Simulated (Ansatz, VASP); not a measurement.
**Two plane-wave programs on C**

```
C
1.0
     0.00000    2.18959    3.48623
     1.26483    0.00000    3.48623
     1.26483    2.18959    0.00000
C
2
Cartesian
  1.2648 0.7300 3.4862
  1.2648 3.6492 3.4862
```

Change from the starting cell: volume 9.655 Å^3 an atom, stretch along b over the lengths across it, relative to the relaxed cell 1.0000.

Alike in both runs: task single point; functional PBE; dispersion D3(BJ); k mesh 18 × 18 × 18; occupations gaussian, width 0.03 eV; no spin polarisation.

```csv
,VASP,Ansatz
version,VASP 6.6.1,Ansatz 0.2.0
potentials or method,"VASP PAW PBE potentials, release 64 (C), cutoff 520 eV","scalar-relativistic, plane waves, PAW"
valence electrons in the cell,8,8
```

Ansatz gave:

| Property | Result |
| --- | --- |
| gap on the k mesh at the Fermi level (eV) | 0.06 |
| least direct gap on the mesh (eV) | 0.13 |
| pressure (GPa) | -19.1 |
| traceless stress, the component that is largest in VASP (GPa) | 18.63 |

Question: What did VASP give for the same quantities?

Answer: gap on the k mesh at the Fermi level (eV): 0.06; least direct gap on the mesh (eV): 0.13; pressure (GPa): -18.8; traceless stress, the component that is largest in VASP (GPa): 18.19.
